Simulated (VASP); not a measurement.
# RbBr in VASP: notebook

The runs below take RbBr through single point, with PBE.

All numbers are computed with VASP 6.6.1; they aren't measurements. Logs are shortened: lines on timing, memory, paths and dates and some standing lists are left out, and cuts for length are marked.

### Step 1. The cell of the first run

The structure is hexagonal, space group P-6m2 (No. 187). The conventional cell has a = 4.778 Å, b = 4.778 Å, c = 4.362 Å, α = 90.00°, β = 90.00°, γ = 120.00°. Within 4.6 Å of Rb (site symmetry -6m2) lie 6 Br at 3.52 Å and 2 Rb at 4.36 Å. Br (site symmetry -6m2) has 6 Rb at 3.52 Å and 2 Br at 4.36 Å within 4.6 Å.

### Step 2. Single point, PBE

INCAR

```
PREC = Accurate
ENCUT = 520
EDIFF = 1E-7
ISMEAR = 0
SIGMA = 0.02
LREAL = F
LASPH = T
NELM = 80
ALGO = Normal
ISIF = 2
LWAVE = F
LCHARG = F
GGA = PE
NBANDS = 15
```

KPOINTS

```
regular mesh
0
Gamma
  6 6 6
```

POSCAR

```
RbBr
1.0
    4.7778869860      0.0000000000      0.0000000000
   -2.3889434930      4.1377715063      0.0000000000
    0.0000000000      0.0000000000      4.3623475527
Rb Br
1 1
Direct
    0.3333333333      0.6666666667      0.5000000000
    0.0000000000      0.0000000000      0.0000000000
```

Potentials or basis: VASP PAW PBE potentials, release 64 (Rb_sv, Br).

On the command line:

```bash
$ cat potpaw_PBE.64/Rb_sv/POTCAR potpaw_PBE.64/Br/POTCAR > POTCAR
$ mpirun -np 1 vasp_std > vasp.out
```

OUTCAR:

```text
PREC = Accurate
   ENCUT = 520
   EDIFF = 1E-7
   ISMEAR = 0
   LREAL = F
   LASPH = T
   NELM = 80
   ISIF = 2
   GGA = PE

 ion  position               nearest neighbor table
   1  0.333  0.667  0.500-   2 3.52   2 3.52   2 3.52   2 3.52   2 3.52   2 3.52
   2  0.000  0.000  0.000-   1 3.52   1 3.52   1 3.52   1 3.52   1 3.52   1 3.52

  LATTYP: Found a hexagonal cell.
 ALAT       =     4.7778869860
 C/A-ratio  =     0.9130286182

  Lattice vectors:

 A1 = (   4.7778869860,   0.0000000000,   0.0000000000)
 A2 = (  -2.3889434930,   4.1377715063,   0.0000000000)
 A3 = (   0.0000000000,   0.0000000000,   4.3623475527)

Analysis of symmetry for initial positions (statically):
=====================================================================
 Subroutine PRICEL returns:
 Original cell was already a primitive cell.

 Routine SETGRP: Setting up the symmetry group for a
 hexagonal supercell.

 Subroutine GETGRP returns: Found 12 space group operations
 (whereof 12 operations were pure point group operations)
 out of a pool of 24 trial point group operations.

The static configuration has the point symmetry D_3h.

Analysis of symmetry for dynamics (positions and initial velocities):
=====================================================================
 Subroutine PRICEL returns:
 Original cell was already a primitive cell.

 Routine SETGRP: Setting up the symmetry group for a
 hexagonal supercell.

 Subroutine GETGRP returns: Found 12 space group operations
 (whereof 12 operations were pure point group operations)
 out of a pool of 24 trial point group operations.

The dynamic configuration has the point symmetry D_3h.

 Subroutine INISYM returns: Found 12 space group operations
 (whereof 12 operations are pure point group operations),
 and found     1 'primitive' translations

----------------------------------------------------------------------------------------

                                     Primitive cell

  volume of cell :      86.2428

  direct lattice vectors                    reciprocal lattice vectors
     4.777886986  0.000000000  0.000000000     0.209297542  0.120837992  0.000000000
    -2.388943493  4.137771506  0.000000000     0.000000000  0.241675984  0.000000000
     0.000000000  0.000000000  4.362347553     0.000000000  0.000000000  0.229234372

  length of vectors
     4.777886986  4.777886986  4.362347553     0.241675984  0.241675984  0.229234372

  position of ions in fractional coordinates (direct lattice)
     0.333333333  0.666666667  0.500000000
     0.000000000  0.000000000  0.000000000

  ion indices of the primitive-cell ions
   primitive index   ion index
                 1           1
                 2           2

----------------------------------------------------------------------------------------

 KPOINTS: regular mesh

Automatic generation of k-mesh.
 Grid dimensions read from file:
 generate k-points for:    6    6    6

 Generating k-lattice:

  Cartesian coordinates                     Fractional coordinates (reciprocal lattice)
     0.034882924  0.020139665  0.000000000     0.166666667  0.000000000  0.000000000
     0.000000000  0.040279331  0.000000000     0.000000000  0.166666667  0.000000000
     0.000000000  0.000000000  0.038205729     0.000000000  0.000000000  0.166666667

  Length of vectors
     0.040279331  0.040279331  0.038205729

  Shift w.r.t. Gamma in fractional coordinates (k-lattice)
     0.000000000  0.000000000  0.000000000

 Subroutine IBZKPT returns following result:
 ===========================================

 Found     28 irreducible k-points:

 Following reciprocal coordinates:
            Coordinates               Weight
  0.000000  0.000000  0.000000      1.000000
  0.166667  0.000000  0.000000      6.000000
  0.333333  0.000000  0.000000      6.000000
  0.500000  0.000000  0.000000      3.000000
  0.166667  0.166667  0.000000      6.000000
  0.333333  0.166667  0.000000     12.000000
[... 16 lines left out ...]
  0.166667  0.000000  0.500000      6.000000
  0.333333  0.000000  0.500000      6.000000
 [... further k-points ...]
   k-points           NKPTS =     28   k-points in BZ     NKDIM =     28   number of bands    NBANDS=     15
   number of dos      NEDOS =    301   number of ions     NIONS =      2
   total plane-waves  NPLWV =  41472
   dimension x,y,z NGX =    36 NGY =   36 NGZ =   32
   dimension x,y,z NGXF=    72 NGYF=   72 NGZF=   64
   ions per type =               1   1
   NGX,Y,Z   is equivalent  to a cutoff of  12.53, 12.53, 12.19 a.u.
   NGXF,Y,Z  is equivalent  to a cutoff of  25.05, 25.05, 24.39 a.u.
 SYSTEM =  unknown system
   PREC   = accura    normal or accurate (medium, high low for compatibility)
   ISTART =      0    job   : 0-new  1-cont  2-samecut
   ICHARG =      2    charge: 1-file 2-atom 10-const
   ISPIN  =      1    spin polarized calculation?
   LNONCOLLINEAR =      F non collinear calculations
   LSORBIT =      F    spin-orbit coupling
   LASPH  =      T    aspherical Exc in radial PAW
   ENCUT  =  520.0 eV  38.22 Ry    6.18 a.u.   8.88  8.88  8.11*2*pi/ulx,y,z
   NELM   =     80;   NELMIN=  2; NELMDL= -5     # of ELM steps
   EDIFF  = 0.1E-06   stopping-criterion for ELM
   LREAL  =      F    real-space projection
   EDIFFG = 0.1E-05   stopping-criterion for IOM
   NSW    =      0    number of steps for IOM
   IBRION =     -1    ionic relax: 0-MD 1-quasi-New 2-CG
   NFREE  =      0    steps in history (QN), initial steepest desc. (CG)
   ISIF   =      2    stress and relaxation
   ISYM   =      2    0-nonsym 1-usesym 2-fastsym
   POTIM  = 0.5000    time-step for ionic-motion
   TEBEG  =    0.0;   TEEND  =   0.0 temperature during run
   PSTRESS=    0.0 pullay stress
   NELECT =      16.0000    total number of electrons
   NUPDOWN=      -1.0000    fix difference up-down
   EMIN   =  10.00;   EMAX   =-10.00  energy-range for DOS
   EFERMI =   0.00;   METHOD = LEGACY
   ISMEAR =     0;   SIGMA  =   0.02  broadening in eV -4-tet -1-fermi 0-gaus
   EFERMI_NEDOS =   21; number of points for ismear=-14 and -15
   IALGO  =     38    algorithm
   IMIX   =      4    mixing-type and parameters
     AMIX     =   0.40;   BMIX     =  1.00
     AMIX_MAG =   1.60;   BMIX_MAG =  1.00
  volume/ion in A,a.u.               =      43.12       291.00
  Fermi-wavevector in a.u.,A,eV,Ry     =   0.933700  1.764437 11.861496  0.871795
  Thomas-Fermi vector in A             =   2.060428
   LORBIT       =      0    0 simple, 1 ext, 2 COOP (PROOUT), +10 PAW based schemes
   GGA     = PE    functional components
   LHFCALC =     F    Hartree Fock is set to
   AEXX    =    0.0000 exact exchange contribution
   IVDW    =     0    specifies the selected vdW correction
   LEPSILON=     F    determine dielectric tensor
   LRPA    =     F    only Hartree local field effects (RPA)
 non-spin polarized calculation
 Gauss-broadening in eV      SIGMA  =   0.02
  energy-cutoff  :      520.00
  volume of cell :       86.24
 maximum number of plane-waves:      2356
 NGX is ok and might be reduce to    36

 number of electron      16.0000001 magnetization

 Free energy of the ion-electron system (eV)
  ---------------------------------------------------
  ext. energy  EPLUGINS =         0.00000000
  ---------------------------------------------------
  free energy    TOTEN  =        -6.02851713 eV

  energy without entropy =       -6.02851713  energy(sigma->0) =       -6.02851713

 E-fermi :  -1.7099     XC(G=0):  -6.9589

 val. band max:       -1.7900255459   @ k =   0.0000   0.0000   0.0000
 cond. band min:       2.1554209790   @ k =   0.0000   0.0000   0.0000
 fundamental gap:      3.9454465249
 Fermi energy:        -1.7099038174

 k-point     1 :       0.0000    0.0000    0.0000
  band No.  band energies     occupation
      1     -26.6573      2.00000
      2     -14.0488      2.00000
      3     -10.7301      2.00000
      4     -10.7301      2.00000
      5     -10.6749      2.00000
      6      -1.9978      2.00000
      7      -1.9978      2.00000
      8      -1.7900      2.00000
      9       2.1554      0.00000
     10       4.2775      0.00000
     11       6.5532      0.00000
     12       6.5532      0.00000
     13       7.9632      0.00000
     14       7.9632      0.00000
     15       8.5849      0.00000

 k-point     2 :       0.1667    0.0000    0.0000
  band No.  band energies     occupation
      1     -26.6556      2.00000
      2     -14.0531      2.00000
      3     -10.7399      2.00000
      4     -10.7335      2.00000
      5     -10.6679      2.00000
      6      -2.2350      2.00000
      7      -2.0052      2.00000
      8      -1.8181      2.00000
      9       2.7135      0.00000
     10       4.4886      0.00000
     11       5.8183      0.00000
     12       6.8235      0.00000
     13       7.7620      0.00000
     14       7.8821      0.00000
     15       8.7680      0.00000

 k-point     3 :       0.3333    0.0000    0.0000
  band No.  band energies     occupation
      1     -26.6522      2.00000
      2     -14.0616      2.00000
      3     -10.7595      2.00000
      4     -10.7405      2.00000
      5     -10.6537      2.00000
      6      -2.6060      2.00000
      7      -2.0208      2.00000
      8      -1.8730      2.00000
      9       3.8165      0.00000
     10       4.5635      0.00000
     11       5.5852      0.00000
     12       7.4396      0.00000
     13       7.5225      0.00000
     14       7.5604      0.00000
     15       8.5429      0.00000
[... 343 lines left out ...]
 k-point    23 :       0.1667    0.0000    0.5000
  band No.  band energies     occupation
      1     -26.6453      2.00000
      2     -14.0459      2.00000
      3     -10.7397      2.00000
      4     -10.7392      2.00000
      5     -10.7088      2.00000
      6      -2.8642      2.00000
      7      -2.0631      2.00000
      8      -1.9985      2.00000
      9       4.4928      0.00000
     10       4.8723      0.00000
     11       6.0892      0.00000
     12       6.4784      0.00000
     13       6.5569      0.00000
     14       6.5787      0.00000
     15       9.5824      0.00000

 k-point    24 :       0.3333    0.0000    0.5000
  band No.  band energies     occupation
      1     -26.6424      2.00000
      2     -13.9919      2.00000
      3     -10.8133      2.00000
      4     -10.8120      2.00000
      5     -10.7240      2.00000
      6      -2.6727      2.00000
      7      -2.2889      2.00000
      8      -2.1036      2.00000
      9       4.2378      0.00000
     10       5.0470      0.00000
     11       6.9533      0.00000
     12       7.2777      0.00000
     13       7.5179      0.00000
     14       7.5274      0.00000
     15       8.9643      0.00000

 [... further k-points ...]

------------------------ aborting loop because EDIFF is reached ----------------------------------------

  FORCE on cell =-STRESS in cart. coord.  units (eV):
  Direction    XX          YY          ZZ          XY          YZ          ZX
  --------------------------------------------------------------------------------------
  -------------------------------------------------------------------------------------
  Total        0.0126919      0.0126919      0.0153827      0.0000000     -0.0000000      0.0000000
  in kB        0.2357845      0.2357845      0.2857724      0.0000000     -0.0000000      0.0000000
  external PRESSURE =       0.2524471 kB  Pullay stress =       0.0000000 kB

 VOLUME and BASIS-vectors are now :
 -----------------------------------------------------------------------------
  energy-cutoff  :      520.00
  volume of cell :       86.24
      direct lattice vectors                 reciprocal lattice vectors
     4.777886986  0.000000000  0.000000000     0.209297542  0.120837992  0.000000000
    -2.388943493  4.137771506  0.000000000     0.000000000  0.241675984  0.000000000
     0.000000000  0.000000000  4.362347553     0.000000000  0.000000000  0.229234372

 POSITION                                       TOTAL-FORCE (eV/Angst)
 -----------------------------------------------------------------------------------
     -0.00000      2.75851      2.18117        -0.000000      0.000000      0.000000
      0.00000      0.00000      0.00000         0.000000     -0.000000      0.000000
 -----------------------------------------------------------------------------------
    total drift:                                0.000000     -0.000000     -0.000000

  FREE ENERGIE OF THE ION-ELECTRON SYSTEM (eV)
  ---------------------------------------------------
  free  energy   TOTEN  =        -6.0285171339 eV

  energy  without entropy=       -6.0285171339  energy(sigma->0) =       -6.02851713
```

It took 19 s on 1 thread of Intel Xeon Platinum 8488C (Sapphire Rapids), shared host; peak memory 0.2 GiB.

What came out:

- Free energy: -6.0285 eV
- Pressure: 0.0 GPa
- Band gap on the k mesh: 3.95 eV, direct

### Step 3. Single point, PBE

This run uses another cell than the first one: it holds 4 atoms, not 2.

INCAR

```
SYSTEM = RbBr
PREC = Accurate
ENCUT = 520
EDIFF = 1E-6
ISMEAR = 0
SIGMA = 0.1
LREAL = .FALSE.
LASPH = .TRUE.
NELM = 80
ALGO = Normal
ISIF = 2
LWAVE = .FALSE.
LCHARG = .FALSE.
GGA = PE
NBANDS = 24
```

KPOINTS

```
regular mesh
0
G
  4 4 2
  0 0 0
```

POSCAR

```
RbBr
1.0
    0.0000000000      0.0000000000      4.3623475527
    4.7778869860      0.0000000000      0.0000000000
    0.0000000000      8.2755430126      0.0000000000
Rb Br
2 2
Direct
    0.5000000000      0.0000000000      0.3333333333
    0.5000000000      0.5000000000      0.8333333333
    0.0000000000      0.5000000000      0.5000000000
    0.0000000000      0.0000000000      0.0000000000
```

Potentials or basis: VASP PAW PBE potentials, release 64 (Rb_sv, Br).

On the command line:

```bash
$ cat potpaw_PBE.64/Rb_sv/POTCAR potpaw_PBE.64/Br/POTCAR > POTCAR
$ mpirun -np 1 vasp_std > vasp.out
```

Run time: 37 s. Hardware: 1 thread of Intel Xeon Platinum 8488C (Sapphire Rapids), shared host; peak memory 0.26 GiB.

The run converged. Its results:

```
Free energy            : -12.0561 eV
Pressure               : 0.0 GPa
Band gap on the k mesh : 3.94 eV
```

Levels at points of the mesh, in eV from the valence-band top:
```
           k point  band 13  band 14  band 15  band 16  band 17  band 18  band 19  band 20
(0.00, 0.00, 0.00)    -0.21    -0.21    -0.11     0.00     3.94     5.79     6.07     6.76
(0.50, 0.00, 0.00)    -0.61    -0.36    -0.15    -0.15     6.05     6.62     6.77     6.96
(0.00, 0.50, 0.00)    -0.41    -0.41    -0.11    -0.11     6.17     6.17     6.77     6.77
(0.50, 0.50, 0.00)    -0.66    -0.66    -0.32    -0.32     6.31     6.31     7.41     7.41
(0.00, 0.00, 0.50)    -0.22    -0.22    -0.06    -0.06     5.06     5.06     6.38     6.38
(0.50, 0.00, 0.50)    -0.39    -0.39    -0.26    -0.26     6.09     6.09     6.74     6.74
(0.00, 0.50, 0.50)    -0.24    -0.24    -0.11    -0.11     5.79     5.79     6.76     6.76
(0.50, 0.50, 0.50)    -0.61    -0.61    -0.36    -0.36     6.05     6.05     6.96     6.96
```

As with any semilocal functional, this PBE gap is likely too small.

(Continued in part 2 of 2.)
